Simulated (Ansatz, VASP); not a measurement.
## Two plane-wave programs on FeSb

```xyz
4
Lattice="4.0600 0.0000 0.0000 -2.0300 3.5161 0.0000 0.0000 0.0000 5.1300" Properties=species:S:1:pos:R:3 pbc="T T T"
Fe    0.0000    0.0000    0.0000
Fe    0.0000    0.0000    2.5650
Sb    0.0000    2.3440    1.2825
Sb    2.0300    1.1720    3.8475
```

Alike in both runs: task single point; functional LDA; k mesh 8 × 8 × 6; occupations fermi-dirac, width 0.1 eV; collinear spin.

|  | VASP | Ansatz |
| --- | --- | --- |
| version | VASP 6.6.1 | Ansatz 0.2.0 |
| potentials or method | VASP PAW LDA potentials, release 64 (Fe, Sb) | PAW with Ansatz's default frozen-core files, scalar-relativistic |
| plane-wave cutoff (eV) | 520 | 420 |
| valence electrons in the cell | 26 | 62 |

Ansatz gave:

- pressure (GPa): -12.7
- traceless stress, the component that is largest in VASP (GPa): -1.10
- net moment per atom (μB): 0.71
- size of the moment on the site where the two differ most (μB): 1.50

Question: Estimate VASP's values.

Answer: Pressure (GPa): -13.2; traceless stress, the component that is largest in VASP (GPa): -0.77; net moment per atom (μB): 0.65; size of the moment on the site where the two differ most (μB): 1.37.

LDA's correlation is that of Perdew and Zunger in VASP and of Perdew and Wang (1992) in Ansatz. Site moments also hang on the region over which each program counts them. VASP's potentials hold 26 valence electrons a cell and Ansatz's 62, so a difference there can come from the potentials and not from the codes.

Neither program's run includes spin-orbit coupling.
